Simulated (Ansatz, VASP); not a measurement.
**One calculation of CdTe, two programs**

```
Cd Te
1.0
     0.00000    3.20500    3.20500
     3.20500    0.00000    3.20500
     3.20500    3.20500    0.00000
Cd Te
1 1
Cartesian
  0.0000 0.0000 0.0000
  1.6025 1.6025 1.6025
```

Alike in both runs: task single point; functional PBE; k mesh 4 × 4 × 4; no spin polarisation.

|  | VASP | Ansatz |
| --- | --- | --- |
| version | VASP 6.6.1 | Ansatz 0.2.0 |
| potentials or method | VASP PAW PBE potentials, release 64 (Cd, Te) | plane waves, norm-conserving potentials |
| plane-wave cutoff (eV) | 520 | 1120 |
| occupations | gaussian, width 0.01 eV | fixed |
| valence electrons in the cell | 18 | 36 |

|  | VASP | Ansatz | Ansatz less VASP |
| --- | --- | --- | --- |
| gap on the k mesh at the Fermi level (eV) | 0.86 | 0.86 | -0.002 |

VASP's potentials hold 18 valence electrons a cell and Ansatz's 36, so a difference there can come from the potentials and not from the codes.

The k mesh is coarse, so the values compare programs but aren't converged. Neither program's run includes spin-orbit coupling.
